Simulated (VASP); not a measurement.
# Bi (Im-3m) in VASP: further runs, part 2 of 2

VASP 6.6.1. Earlier steps stand in the parts before.

### 6 Single point, r2SCAN (volume scaled by 1.03)

Contents of POSCAR:

```
Bi
1.0
   -1.9998027363      1.9998027363      1.9998027363
    1.9998027363     -1.9998027363      1.9998027363
    1.9998027363      1.9998027363     -1.9998027363
Bi
1
Direct
    0.0000000000      0.0000000000      0.0000000000
```

Contents of INCAR.step1:

```
PREC = Accurate
ENCUT = 520
ISMEAR = 0
SIGMA = 0.1
LREAL = F
LASPH = T
NELM = 100
NBANDS = 14
GGA = PE
ALGO = Normal
EDIFF = 1E-4
LWAVE = T
LCHARG = F
```

Contents of INCAR.step2:

```
PREC = Accurate
ENCUT = 520
EDIFF = 1E-6
ISMEAR = 0
SIGMA = 0.1
LREAL = F
LASPH = T
NELM = 100
ALGO = Normal
ISIF = 2
LWAVE = F
LCHARG = F
METAGGA = R2SCAN
LMIXTAU = T
NBANDS = 14
ISTART = 1
```

Contents of KPOINTS:

```
regular mesh
0
Gamma
  16 16 16
```

Potentials or basis: VASP PAW PBE potentials, release 64 (Bi_d).

On the command line:

```console
> cat potpaw_PBE.64/Bi_d/POTCAR > POTCAR
> cp INCAR.step1 INCAR
> mpirun -np 1 vasp_std > vasp.out
> cp INCAR.step2 INCAR
> mpirun -np 1 vasp_std > vasp.out
```

Run time: 4.6 min. Hardware: 1 thread of AMD EPYC 9R45 (Zen 5), shared host; peak memory 0.17 GiB.

The run converged. Its results:

```
Free energy : -58.2666 eV
Pressure    : -1.5 GPa
```

Levels at points of the mesh, in eV from the Fermi level:
```csv
k point,band 4,band 5,band 6,band 7,band 8,band 9,band 10,band 11
"(0.00, 0.00, 0.00)",-23.58,-23.58,-13.92,5.15,5.15,5.15,9.76,11.29
"(0.50, 0.00, 0.00)",-23.59,-23.50,-10.83,-5.13,1.52,3.63,6.48,7.93
"(0.50, 0.50, 0.50)",-23.52,-23.52,-8.65,-1.91,-1.91,-1.91,4.04,4.04
```

Caveat: the PAW data sets were made with another functional, which shifts forces and pressure a little; spin-orbit coupling is left out, which moves the levels of the heavy elements.

### 7 Single point, r2SCAN (volume scaled by 1.06)

Contents of POSCAR:

```
Bi
1.0
   -2.0190327885      2.0190327885      2.0190327885
    2.0190327885     -2.0190327885      2.0190327885
    2.0190327885      2.0190327885     -2.0190327885
Bi
1
Direct
    0.0000000000      0.0000000000      0.0000000000
```

Contents of INCAR.step1:

```
SYSTEM = Bi
ALGO = Normal
EDIFF = 1E-4
ENCUT = 520
GGA = PE
ISMEAR = 0
LASPH = .TRUE.
LCHARG = .FALSE.
LREAL = .FALSE.
LWAVE = .TRUE.
NBANDS = 14
NELM = 100
PREC = Accurate
SIGMA = 0.1
```

Contents of INCAR.step2:

```
SYSTEM = Bi
ALGO = Normal
EDIFF = 1E-6
ENCUT = 520
ISIF = 2
ISMEAR = 0
ISTART = 1
LASPH = .TRUE.
LCHARG = .FALSE.
LMIXTAU = .TRUE.
LREAL = .FALSE.
LWAVE = .FALSE.
METAGGA = R2SCAN
NBANDS = 14
NELM = 100
PREC = Accurate
SIGMA = 0.1
```

Contents of KPOINTS:

```
k-points
0
G
  16 16 16
  0 0 0
```

Potentials or basis: VASP PAW PBE potentials, release 64 (Bi_d).

On the command line:

```console
> cat potpaw_PBE.64/Bi_d/POTCAR > POTCAR
> cp INCAR.step1 INCAR
> mpirun -np 1 vasp_std > vasp.out
> cp INCAR.step2 INCAR
> mpirun -np 1 vasp_std > vasp.out
```

OUTCAR:

```text
SYSTEM = Bi
   EDIFF = 1E-6
   ENCUT = 520
   ISIF = 2
   ISMEAR = 0
   ISTART = 1
   LASPH = .TRUE.
   LREAL = .FALSE.
   METAGGA = R2SCAN
   NELM = 100
   PREC = Accurate

 ion  position               nearest neighbor table
   1  0.000  0.000  0.000-

  LATTYP: Found a body centered cubic cell.
 ALAT       =     4.0380655770

  Lattice vectors:

 A1 = (  -2.0190327885,   2.0190327885,   2.0190327885)
 A2 = (   2.0190327885,  -2.0190327885,   2.0190327885)
 A3 = (   2.0190327885,   2.0190327885,  -2.0190327885)

[... 578 lines left out ...]
      6      -4.2931      2.00000
      7       4.1751      2.00000
      8       7.0752      1.53854
      9      10.0510      0.00000
     10      15.3528      0.00000
     11      16.9606      0.00000
     12      19.2303      0.00000
     13      21.3187      0.00000
     14      21.9780      0.00000

 [... further k-points ...]
[... 5 lines left out ...]
  --------------------------------------------------------------------------------------
  -------------------------------------------------------------------------------------
  Total       -0.5673463     -0.5673463     -0.5673463     -0.0000000      0.0000000      0.0000000
  in kB      -27.6101468    -27.6101468    -27.6101468     -0.0000000      0.0000000      0.0000000
  external PRESSURE =     -27.6101468 kB  Pullay stress =       0.0000000 kB

 VOLUME and BASIS-vectors are now :
 -----------------------------------------------------------------------------
  energy-cutoff  :      520.00
  volume of cell :       32.92
      direct lattice vectors                 reciprocal lattice vectors
    -2.019032789  2.019032789  2.019032789     0.000000000  0.247643328  0.247643328
     2.019032789 -2.019032789  2.019032789     0.247643328  0.000000000  0.247643328
     2.019032789  2.019032789 -2.019032789     0.247643328  0.247643328  0.000000000

 POSITION                                       TOTAL-FORCE (eV/Angst)
 -----------------------------------------------------------------------------------
      0.00000      0.00000      0.00000        -0.000000      0.000000      0.000000
 -----------------------------------------------------------------------------------
    total drift:                               -0.000000     -0.000000      0.000000

  FREE ENERGIE OF THE ION-ELECTRON SYSTEM (eV)
  ---------------------------------------------------
  free  energy   TOTEN  =       -58.2546026283 eV

  energy  without entropy=      -58.2500422769  energy(sigma->0) =      -58.25232245
```

It took 4.7 min on 1 thread of AMD EPYC 9R45 (Zen 5), shared host; peak memory 0.17 GiB.

What came out:

* Free energy: -58.2546 eV
* Pressure: -2.8 GPa

Levels at points of the mesh, in eV from the Fermi level:
| k point | band 4 | band 5 | band 6 | band 7 | band 8 | band 9 | band 10 | band 11 |
| --- | --- | --- | --- | --- | --- | --- | --- | --- |
| (0.00, 0.00, 0.00) | -23.57 | -23.57 | -13.72 | 4.95 | 4.95 | 4.95 | 9.40 | 11.28 |
| (0.50, 0.00, 0.00) | -23.57 | -23.49 | -10.79 | -4.95 | 1.47 | 3.54 | 6.38 | 7.87 |
| (0.50, 0.50, 0.50) | -23.51 | -23.51 | -8.74 | -1.84 | -1.84 | -1.84 | 4.08 | 4.08 |

Caveat: the PAW data sets were made with another functional, which shifts forces and pressure a little; spin-orbit coupling is left out, which moves the levels of the heavy elements.

### 8 The runs side by side

| task | cell | cutoff (eV) | gap on the mesh (eV) | pressure (GPa) |
| --- | --- | --- | --- | --- |
| single point | a = 3.430 Å, angles 109.5°, 1 atom | 520 | none | 0.0 |
| relaxation of cell and atoms | relaxed from a = 3.432 Å, angles 109.5°, 1 atom | 600 | none | 0.0 |
| single point | a = 3.360 Å, angles 109.5°, 1 atom | 520 | none | 4.0 |
| single point | a = 3.395 Å, angles 109.5°, 1 atom | 520 | none | 1.8 |
| single point | a = 3.464 Å, angles 109.5°, 1 atom | 520 | none | -1.5 |
| single point | a = 3.497 Å, angles 109.5°, 1 atom | 520 | none | -2.8 |

Alike in all rows: level r2SCAN; potentials or basis VASP PAW PBE potentials, release 64 (Bi_d); no spin polarisation; k mesh 16 × 16 × 16; smearing gaussian 0.1 eV.

Caveats: the PAW data sets were made with another functional, which shifts forces and pressure a little; spin-orbit coupling is left out, which moves the levels of the heavy elements.

Absolute energies hang on the potentials; compare differences alone.
